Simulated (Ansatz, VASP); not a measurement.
One calculation of Si, two programs

```
Si
1.0
     3.82120    0.00000    0.00000
    -1.91060    3.30925    0.00000
     0.00000    0.00000    6.27754
Si
4
Direct
  0.33333 0.66667 0.99957
  0.66667 0.33333 0.49957
  0.33333 0.66667 0.37443
  0.66667 0.33333 0.87443
```

Alike in both runs: task single point; functional LDA; k mesh 9 × 9 × 6; no spin polarisation.

|  | VASP | Ansatz |
| --- | --- | --- |
| version | VASP 6.6.1 | Ansatz 0.2.0 |
| potentials or method | VASP PAW LDA potentials, release 64 (Si), cutoff 520 eV | scalar-relativistic, plane waves, PAW |
| occupations | gaussian, width 0.01 eV | fixed |
| valence electrons in the cell | 16 | 16 |

Ansatz gave:

```
gap on the k mesh at the Fermi level (eV)                     : 0.31
least direct gap on the mesh (eV)                             : 0.90
pressure (GPa)                                                : -0.8
traceless stress, the component that is largest in VASP (GPa) : 0.77
```

Question: What did VASP give for the same quantities?

Answer: gap on the k mesh at the Fermi level (eV): 0.30; least direct gap on the mesh (eV): 0.91; pressure (GPa): -0.7; traceless stress, the component that is largest in VASP (GPa): 0.77.

Ansatz warns that its potentials were made for another functional, while VASP's fit it. LDA's correlation is that of Perdew and Zunger in VASP and of Perdew and Wang (1992) in Ansatz.
